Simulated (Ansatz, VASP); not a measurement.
One calculation of AlNi, two programs

The input INCAR:

```
ALGO = Fast
EDIFF = 1E-6
EDIFFG = -0.005
ENCUT = 600
GGA = PS
IBRION = 2
ISIF = 3
ISMEAR = 0
LASPH = T
LCHARG = F
LREAL = F
LWAVE = F
NELM = 80
NSW = 100
PREC = Accurate
SIGMA = 0.1
```

File KPOINTS:

```
k-points
0
Gamma
  16 16 14
```

The input POSCAR:

```
AlNi
1.0
    1.9386940000     -1.9531901500      0.0000000000
    1.9386940000      1.9531901500      0.0000000000
    0.0000000000      0.0000000000      3.0994300413
Al Ni
1 1
Direct
    0.0000000000      0.0000000000      0.0000000000
    0.5000000000      0.5000000000      0.5000000000
```

Input for Ansatz:

```yaml
crystal:
  lattice:
    - [1.938694, -1.95319015, 0.0]
    - [1.938694, 1.95319015, 0.0]
    - [0.0, 0.0, 3.0994300413]
  atoms:
    - { symbol: Al, position: [0.0, 0.0, 0.0] }
    - { symbol: Ni, position: [0.5, 0.5, 0.5] }
basis:
  ecutwfc: 420
kpoints:
  mp_grid: { grid: [16, 16, 14] }
hamiltonian:
  xc: pbesol
scf:
  occupations: { method: gaussian, width: 0.1 }
output:
  forces: true
  stress: true
  eigenvalues: true
relax:
  adjacent_minimum: "off"
  f_tol: 0.005
  max_steps: 80
  cell: { stress_tol: 0.05 }
```

Alike in both runs: task relaxation of cell and atoms; functional PBEsol; k mesh 16 × 16 × 14; occupations gaussian, width 0.1 eV; no spin polarisation.

|  | VASP | Ansatz |
| --- | --- | --- |
| version | VASP 6.6.1 | Ansatz 0.2.0 |
| potentials or method | VASP PAW PBE potentials, release 64 (Al, Ni), cutoff 600 eV | scalar-relativistic, plane waves, PAW |
| valence electrons in the cell | 13 | 21 |

```tsv
	VASP	Ansatz	Ansatz less VASP
gap on the k mesh at the Fermi level, each at its own relaxed structure (eV)	none	none	-
relaxed volume (Å³/atom)	11.72	11.72	0.000
relaxed cell length with the largest relative difference (Å)	2.868	2.869	+0.0015
```

VASP's potentials were made for PBE, not for PBEsol. A gap of «none» marks a metal or a gap that the smearing closes. VASP's potentials hold 13 valence electrons a cell and Ansatz's 21, so a difference there can come from the potentials and not from the codes.
